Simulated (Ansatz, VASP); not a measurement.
**Ba: VASP beside Ansatz**

```
Ba
1.0
    -2.55000    2.55000    2.50000
     2.55000   -2.55000    2.50000
     2.45000    2.45000   -2.50000
Ba
1
Direct
  0.00000 0.00000 0.00000
```

Change from the starting cell: xy shear strain of -4 %, PAW files.

Alike in both runs: task electric field gradients; functional PBE; k mesh 10 × 10 × 10; occupations fermi-dirac, width 0.03 eV; no spin polarisation.

```csv
,VASP,Ansatz
version,VASP 6.6.1,Ansatz 0.2.0
potentials or method,"VASP PAW PBE potentials, release 64 (Ba_sv)","PAW with Ansatz's default frozen-core files, scalar-relativistic"
plane-wave cutoff (eV),520,420
valence electrons in the cell,10,10
```

Ansatz gave:

- pressure (GPa): 0.1
- traceless stress, the component that is largest in VASP (GPa): 0.42
- size of Vzz on the site where it differs most (V/Å²): 9.3

Question: What did VASP give for the same quantities?

Answer: Pressure (GPa): 0.2; traceless stress, the component that is largest in VASP (GPa): 0.42; size of Vzz on the site where it differs most (V/Å²): 9.9.

Neither program's run includes spin-orbit coupling.
